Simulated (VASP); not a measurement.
Crystal: BW5.

```
CELL_PARAMETERS angstrom
0.00000 3.53842 3.53842
3.53842 0.00000 3.53842
3.53842 3.53842 0.00000
ATOMIC_POSITIONS crystal
B 0.00000 0.00000 0.00000
W 0.25000 0.25000 0.25000
W 0.62377 0.12868 0.62377
W 0.62377 0.62377 0.12868
W 0.62377 0.62377 0.62377
W 0.12868 0.62377 0.62377
```

```yaml
Program: VASP 6.6.1
Task: relaxation of cell and atoms
Functional: PBE
Potentials_or_basis: VASP PAW PBE potentials, release 64 (B, W_sv)
Cutoff: 600 eV
k_mesh: 4 × 4 × 4
Occupations: gaussian, width 0.1 eV
Spin: no spin polarisation
```

At the start: pressure 31.0 GPa; volume 14.77 Å³/atom.

**Question.** How do energy, volume and symmetry change on relaxing?

**Answer.** Over 10 steps the energy falls by 155.3 meV/atom and the volume is 16.39 Å³/atom (+11.0 %); space group F-43m (No. 216, to 0.05 Å).

The path:
| step | energy change (eV) | largest force (eV/Å) | pressure (GPa) | volume (Å³) |
| --- | --- | --- | --- | --- |
| 1 | 0.0000 | 2.0320 | 31.04 | 88.61 |
| 2 | 3.9495 | 0.8915 | -34.23 | 130.59 |
| 3 | -0.8950 | 0.9668 | -2.06 | 99.28 |
| 4 | -0.9105 | 0.8287 | 0.56 | 98.14 |
| 5 | -0.9111 | 0.7921 | 1.24 | 97.86 |
| 6 | -0.8676 | 1.1680 | -3.55 | 99.97 |
| 7 | -0.9312 | 0.0620 | -0.65 | 98.60 |
| 8 | -0.9312 | 0.0757 | -0.63 | 98.59 |
| 9 | -0.9303 | 0.1022 | 1.02 | 97.91 |
| 10 | -0.9319 | 0.0072 | 0.04 | 98.32 |

Final structure:
```
B W
1.0
     0.00000    3.66333    3.66333
     3.66333    0.00000    3.66333
     3.66333    3.66333    0.00000
B W
1 5
Direct
  0.00000 0.00000 0.00000
  0.25000 0.25000 0.25000
  0.62549 0.12353 0.62549
  0.62549 0.62549 0.12353
  0.62549 0.62549 0.62549
  0.12353 0.62549 0.62549
```

Caveat: the k points lie up to 0.37 Å⁻¹ apart in the final cell.
